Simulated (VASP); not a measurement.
# GaN in VASP: single point with PBEsol+D3(BJ)

Aim: the single point of GaN with PBEsol+D3(BJ).

Program: VASP 6.6.1. These are calculated values, not measurements. Logs are shortened: lines on timing, memory, paths and dates and some standing lists are left out, and cuts for length are marked.

## 1. The cell of the first run

The cell holds a sheet with vacuum, 2 atoms: a = 3.179 Å, b = 3.179 Å, c = 23.800 Å, α = 90.00°, β = 90.00°, γ = 120.00°.

## 2. Single point, PBEsol+D3(BJ)

INCAR reads:

```
PREC = Accurate
ENCUT = 520
EDIFF = 1E-6
ISMEAR = 0
SIGMA = 0.03
LREAL = False
LASPH = True
NELM = 120
ALGO = Normal
ISIF = 2
LWAVE = False
LCHARG = False
LDIPOL = True
IDIPOL = 3
DIPOL = 0.5 0.5 0.294
GGA = PS
IVDW = 12
NBANDS = 16
GGA_COMPAT = False
NELMDL = -8
```

KPOINTS reads:

```
regular mesh
0
Gamma
  12 12 1
```

POSCAR reads:

```
GaN
1.0
    3.1786996492      0.0000000000      0.0000000000
   -1.5893498246      2.7528346472      0.0000000000
    0.0000000000      0.0000000000     23.8000000000
Ga N
1 1
Direct
    0.3333333333      0.6666666667      0.2941176471
    0.6666666667      0.3333333333      0.2941176471
```

Potentials or basis: VASP PAW PBE potentials, release 64 (Ga_d, N).

On the command line:

```console
$ cat potpaw_PBE.64/Ga_d/POTCAR potpaw_PBE.64/N/POTCAR > POTCAR
$ mpirun -np 1 vasp_std > vasp.out
```

OUTCAR:

```text
PREC = Accurate
   ENCUT = 520
   EDIFF = 1E-6
   ISMEAR = 0
   LREAL = False
   LASPH = True
   NELM = 120
   ISIF = 2
   GGA = PS
   IVDW = 12
   NELMDL = -8
 IVDW          = 12

 ion  position               nearest neighbor table
   1  0.333  0.667  0.294-   2 1.84   2 1.84   2 1.84
   2  0.667  0.333  0.294-   1 1.84   1 1.84   1 1.84

  LATTYP: Found a hexagonal cell.
 ALAT       =     3.1786996492
 C/A-ratio  =     7.4873384171

  Lattice vectors:

 A1 = (   3.1786996492,   0.0000000000,   0.0000000000)
 A2 = (  -1.5893498246,   2.7528346472,   0.0000000000)
 A3 = (   0.0000000000,   0.0000000000,  23.8000000000)

Analysis of symmetry for initial positions (statically):
=====================================================================
 Subroutine PRICEL returns:
 Original cell was already a primitive cell.

 Routine SETGRP: Setting up the symmetry group for a
 hexagonal supercell.

 Subroutine GETGRP returns: Found 12 space group operations
 (whereof  6 operations were pure point group operations)
 out of a pool of 24 trial point group operations.

The static configuration has the point symmetry C_3v.
 The point group associated with its full space group is D_3h.

Analysis of symmetry for dynamics (positions and initial velocities):
=====================================================================
 Subroutine PRICEL returns:
 Original cell was already a primitive cell.

 Routine SETGRP: Setting up the symmetry group for a
 hexagonal supercell.

 Subroutine GETGRP returns: Found 12 space group operations
 (whereof  6 operations were pure point group operations)
 out of a pool of 24 trial point group operations.

The dynamic configuration has the point symmetry C_3v.
 The point group associated with its full space group is D_3h.

 Subroutine INISYM returns: Found 12 space group operations
 (whereof  6 operations are pure point group operations),
 and found     1 'primitive' translations

----------------------------------------------------------------------------------------

                                     Primitive cell

  volume of cell :     208.2603

  direct lattice vectors                    reciprocal lattice vectors
     3.178699649  0.000000000  0.000000000     0.314594051  0.181630960  0.000000000
    -1.589349825  2.752834647  0.000000000     0.000000000  0.363261920  0.000000000
     0.000000000  0.000000000 23.800000000     0.000000000  0.000000000  0.042016807

  length of vectors
     3.178699649  3.178699649 23.800000000     0.363261920  0.363261920  0.042016807

  position of ions in fractional coordinates (direct lattice)
     0.333333333  0.666666667  0.294117647
     0.666666667  0.333333333  0.294117647

  ion indices of the primitive-cell ions
   primitive index   ion index
                 1           1
                 2           2

----------------------------------------------------------------------------------------

 KPOINTS: regular mesh

Automatic generation of k-mesh.
 Grid dimensions read from file:
 generate k-points for:   12   12    1

 Generating k-lattice:

  Cartesian coordinates                     Fractional coordinates (reciprocal lattice)
     0.026216171  0.015135913  0.000000000     0.083333333 -0.000000000  0.000000000
     0.000000000  0.030271827  0.000000000     0.000000000  0.083333333  0.000000000
     0.000000000  0.000000000  0.042016807     0.000000000  0.000000000  1.000000000

  Length of vectors
     0.030271827  0.030271827  0.042016807

  Shift w.r.t. Gamma in fractional coordinates (k-lattice)
     0.000000000  0.000000000  0.000000000

 Subroutine IBZKPT returns following result:
 ===========================================

 Found     19 irreducible k-points:

 Following reciprocal coordinates:
            Coordinates               Weight
  0.000000  0.000000  0.000000      1.000000
  0.083333  0.000000  0.000000      6.000000
  0.166667 -0.000000  0.000000      6.000000
  0.250000  0.000000  0.000000      6.000000
  0.333333  0.000000  0.000000      6.000000
  0.416667 -0.000000  0.000000      6.000000
[... 11 lines left out ...]
  0.333333  0.250000  0.000000     12.000000
  0.333333  0.333333  0.000000      2.000000
   k-points           NKPTS =     19   k-points in BZ     NKDIM =     19   number of bands    NBANDS=     16
   number of dos      NEDOS =    301   number of ions     NIONS =      2
   total plane-waves  NPLWV = 103680
   dimension x,y,z NGX =    24 NGY =   24 NGZ =  180
   dimension x,y,z NGXF=    48 NGYF=   48 NGZF=  360
   ions per type =               1   1
   NGX,Y,Z   is equivalent  to a cutoff of  12.55, 12.55, 12.57 a.u.
   NGXF,Y,Z  is equivalent  to a cutoff of  25.10, 25.10, 25.15 a.u.
 SYSTEM =  unknown system
   PREC   = accura    normal or accurate (medium, high low for compatibility)
   ISTART =      0    job   : 0-new  1-cont  2-samecut
   ICHARG =      2    charge: 1-file 2-atom 10-const
   ISPIN  =      1    spin polarized calculation?
   LNONCOLLINEAR =      F non collinear calculations
   LSORBIT =      F    spin-orbit coupling
   LASPH  =      T    aspherical Exc in radial PAW
   ENCUT  =  520.0 eV  38.22 Ry    6.18 a.u.   5.91  5.91 44.25*2*pi/ulx,y,z
   NELM   =    120;   NELMIN=  2; NELMDL= -8     # of ELM steps
   EDIFF  = 0.1E-05   stopping-criterion for ELM
   LREAL  =      F    real-space projection
   EDIFFG = 0.1E-04   stopping-criterion for IOM
   NSW    =      0    number of steps for IOM
   IBRION =     -1    ionic relax: 0-MD 1-quasi-New 2-CG
   NFREE  =      0    steps in history (QN), initial steepest desc. (CG)
   ISIF   =      2    stress and relaxation
   ISYM   =      2    0-nonsym 1-usesym 2-fastsym
   POTIM  = 0.5000    time-step for ionic-motion
   TEBEG  =    0.0;   TEEND  =   0.0 temperature during run
   PSTRESS=    0.0 pullay stress
   NELECT =      18.0000    total number of electrons
   NUPDOWN=      -1.0000    fix difference up-down
   EMIN   =  10.00;   EMAX   =-10.00  energy-range for DOS
   EFERMI =   0.00;   METHOD = LEGACY
   ISMEAR =     0;   SIGMA  =   0.03  broadening in eV -4-tet -1-fermi 0-gaus
   EFERMI_NEDOS =   21; number of points for ismear=-14 and -15
   IALGO  =     38    algorithm
   IMIX   =      4    mixing-type and parameters
     AMIX     =   0.40;   BMIX     =  1.00
     AMIX_MAG =   1.60;   BMIX_MAG =  1.00
  volume/ion in A,a.u.               =     104.13       702.71
  Fermi-wavevector in a.u.,A,eV,Ry     =   0.723819  1.367820  7.128287  0.523914
  Thomas-Fermi vector in A             =   1.814132
   LORBIT       =      0    0 simple, 1 ext, 2 COOP (PROOUT), +10 PAW based schemes
   GGA     = PS    functional components
   LHFCALC =     F    Hartree Fock is set to
   AEXX    =    0.0000 exact exchange contribution
   IVDW    =    12    specifies the selected vdW correction
   LEPSILON=     F    determine dielectric tensor
   LRPA    =     F    only Hartree local field effects (RPA)
 non-spin polarized calculation
 Gauss-broadening in eV      SIGMA  =   0.03
  energy-cutoff  :      520.00
  volume of cell :      208.26
 maximum number of plane-waves:      5641
 NGX is ok and might be reduce to    24
   NGX = 11   NGY = 11   NGZ = 89

 dipolmoment           0.000000      0.000000     -0.000008 electrons x Angstroem

 number of electron      17.9999993 magnetization

 dipolmoment           0.000000      0.000000      0.000004 electrons x Angstroem

 Free energy of the ion-electron system (eV)
  ---------------------------------------------------
  ext. energy  EPLUGINS =         0.00000000
  ---------------------------------------------------
  free energy    TOTEN  =       -12.25526341 eV

  energy without entropy =      -12.25526341  energy(sigma->0) =      -12.25526341

 E-fermi :  -4.1428     XC(G=0):  -1.8659

 val. band max:       -4.2686840206   @ k =   0.3333   0.3333   0.0000
 cond. band min:      -1.9101650554   @ k =   0.0000   0.0000   0.0000
 fundamental gap:      2.3585189651
 Fermi energy:        -4.1428006514

 k-point     1 :       0.0000    0.0000    0.0000
  band No.  band energies     occupation
      1     -19.6432      2.00000
      2     -17.5815      2.00000
      3     -17.5815      2.00000
      4     -17.2856      2.00000
      5     -17.2856      2.00000
      6     -16.6264      2.00000
[... 8 lines left out ...]
     15       2.5074      0.00000
     16       2.8166      0.00000

 k-point     2 :       0.0833    0.0000    0.0000
  band No.  band energies     occupation
      1     -19.5857      2.00000
      2     -17.5841      2.00000
      3     -17.5600      2.00000
      4     -17.2952      2.00000
      5     -17.2870      2.00000
      6     -16.5912      2.00000
[... 8 lines left out ...]
     15       2.6640      0.00000
     16       2.8991      0.00000

 k-point     3 :       0.1667   -0.0000    0.0000
  band No.  band energies     occupation
      1     -19.4321      2.00000
      2     -17.5836      2.00000
      3     -17.5003      2.00000
      4     -17.3211      2.00000
      5     -17.2908      2.00000
      6     -16.4794      2.00000
[... 8 lines left out ...]
     15       3.1076      0.00000
     16       3.1320      0.00000

 k-point     4 :       0.2500    0.0000    0.0000
  band No.  band energies     occupation
      1     -19.2370      2.00000
      2     -17.5643      2.00000
      3     -17.4163      2.00000
      4     -17.3556      2.00000
      5     -17.2959      2.00000
      6     -16.2728      2.00000
[... 8 lines left out ...]
     15       3.5339      0.00000
     16       3.7016      0.00000

 k-point     5 :       0.3333    0.0000    0.0000
  band No.  band energies     occupation
      1     -19.0692      2.00000
      2     -17.5232      2.00000
      3     -17.3890      2.00000
      4     -17.3293      2.00000
      5     -17.3010      2.00000
      6     -15.9599      2.00000
[... 8 lines left out ...]
     15       4.2370      0.00000
     16       4.3251      0.00000

 k-point     6 :       0.4167   -0.0000    0.0000
  band No.  band energies     occupation
      1     -18.9693      2.00000
      2     -17.4815      2.00000
      3     -17.4129      2.00000
      4     -17.3048      2.00000
      5     -17.2636      2.00000
      6     -15.6101      2.00000
[... 8 lines left out ...]
     15       5.2039      0.00000
     16       5.2336      0.00000
[... 172 lines left out ...]
 k-point    16 :       0.4167    0.1667    0.0000
  band No.  band energies     occupation
      1     -18.8889      2.00000
      2     -17.5014      2.00000
      3     -17.4128      2.00000
      4     -17.3236      2.00000
      5     -17.2429      2.00000
      6     -15.2599      2.00000
[... 8 lines left out ...]
     15       6.4700      0.00000
     16       6.4736      0.00000

 k-point    17 :       0.2500    0.2500    0.0000
  band No.  band energies     occupation
      1     -18.9097      2.00000
      2     -17.5346      2.00000
      3     -17.4007      2.00000
      4     -17.3270      2.00000
      5     -17.2594      2.00000
      6     -15.4232      2.00000
[... 8 lines left out ...]
     15       5.3615      0.00000
     16       5.4067      0.00000

 k-point    18 :       0.3333    0.2500    0.0000
  band No.  band energies     occupation
      1     -18.8600      2.00000
      2     -17.5212      2.00000
      3     -17.4049      2.00000
      4     -17.3365      2.00000
      5     -17.2469      2.00000
      6     -15.1531      2.00000
[... 8 lines left out ...]
     15       6.2980      0.00000
     16       6.4142      0.00000

 k-point    19 :       0.3333    0.3333    0.0000
  band No.  band energies     occupation
      1     -18.8389      2.00000
      2     -17.5229      2.00000
      3     -17.4021      2.00000
      4     -17.3442      2.00000
      5     -17.2467      2.00000
      6     -15.0406      2.00000
[... 8 lines left out ...]
     15       7.1418      0.00000
     16       7.5227      0.00000

------------------------ aborting loop because EDIFF is reached ----------------------------------------

 vacuum level on the upper side and lower side of the slab       (xc-potential included)        -0.010        -0.010

 Edisp (eV)   -0.13108

 E8    (eV) :    -0.0856

  FORCE on cell =-STRESS in cart. coord.  units (eV):
  Direction    XX          YY          ZZ          XY          YZ          ZX
  --------------------------------------------------------------------------------------
  -------------------------------------------------------------------------------------
  Total      -0.11411    -0.11411    -0.01189     0.00000     0.00000     0.00000
  in kB      -0.87787    -0.87787    -0.09145     0.00000     0.00000     0.00000
  external pressure =       -0.62 kB  Pullay stress =        0.00 kB

 VOLUME and BASIS-vectors are now :
 -----------------------------------------------------------------------------
  energy-cutoff  :      520.00
  volume of cell :      208.26
      direct lattice vectors                 reciprocal lattice vectors
     3.178699649  0.000000000  0.000000000     0.314594051  0.181630960  0.000000000
    -1.589349825  2.752834647  0.000000000     0.000000000  0.363261920  0.000000000
     0.000000000  0.000000000 23.800000000     0.000000000  0.000000000  0.042016807

 POSITION                                       TOTAL-FORCE (eV/Angst)
 -----------------------------------------------------------------------------------
     -0.00000      1.83522      7.00000         0.000000     -0.000000      0.000000
      1.58935      0.91761      7.00000        -0.000000      0.000000     -0.000000
 -----------------------------------------------------------------------------------
    total drift:                                0.000006     -0.000003      0.000182

  FREE ENERGIE OF THE ION-ELECTRON SYSTEM (eV)
  ---------------------------------------------------
  free  energy   TOTEN  =       -12.3863397491 eV

  energy  without entropy=      -12.3863397490  energy(sigma->0) =      -12.38633975

 vacuum level on the upper side and lower side of the slab         1.108         1.108
```

Wall time 4.6 min (1 thread of AMD EPYC 7R13, shared host); peak memory 0.3 GiB.

Results:

```yaml
Free_energy: -12.3863 eV
Band_gap_on_the_k_mesh: 2.36 eV (least direct gap 2.60 eV)
Dispersion_energy_per_atom: -0.066 eV
```

Levels at points of the mesh, in eV from the valence-band top:
```csv
k point,band 6,band 7,band 8,band 9,band 10,band 11,band 12,band 13
"(0.00, 0.00, 0.00)",-12.36,-2.70,-0.24,-0.24,2.36,4.93,5.26,5.64
"(0.50, 0.00, 0.00)",-11.17,-6.21,-2.12,-0.36,4.79,5.40,8.42,9.46
```

Caveat: the PAW data sets were made with another functional, which shifts forces and pressure a little.
